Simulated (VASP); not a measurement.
Input of a VASP 6.6.1 run:

The input INCAR:

```
SYSTEM = CaO
PREC = Accurate
ENCUT = 520
EDIFF = 1E-7
ISMEAR = -1
SIGMA = 0.05
LREAL = .False.
LASPH = .True.
NELM = 80
ALGO = Normal
ISIF = 2
LWAVE = .False.
LCHARG = .True.
GGA = B5
ALDAX = 1.0
AGGAX = 1.0
AGGAC = 1.0
ALDAC = 0.0
IVDW = 13
VDW_S6 = 1.0
VDW_S8 = 2.34076671
VDW_A1 = 0.44488865
VDW_A2 = 4.0933009
LELF = .True.
LVHAR = .True.
NBANDS = 15
```

KPOINTS

```
regular mesh
0
Gamma
  10 10 10
  0 0 0
```

The input POSCAR:

```
CaO
1.0
    0.0000000000      2.4059647168      2.4059647168
    2.4059647168      0.0000000000      2.4059647168
    2.4059647168      2.4059647168      0.0000000000
Ca O
1 1
Direct
    0.0000000000      0.0000000000      0.0000000000
    0.5000000000      0.5000000000      0.5000000000
```

Potentials or basis: VASP PAW PBE potentials, release 64 (Ca_sv, O).

Launch:

```sh
$ cat potpaw_PBE.64/Ca_sv/POTCAR potpaw_PBE.64/O/POTCAR > POTCAR
$ mpirun -np 1 vasp_std > vasp.out
```

**Question.** What does it give for the pressure?

**Answer.** 0.6 GPa.

**Question.** Estimate the band gap on the k mesh.

**Answer.** 3.73 eV, indirect (least direct gap 4.10 eV).

**Question.** Predict the dispersion energy per atom.

**Answer.** -0.300 eV.

Caveat: the PAW data sets were made with another functional, which shifts forces and pressure a little. A k mesh can miss the band edges.
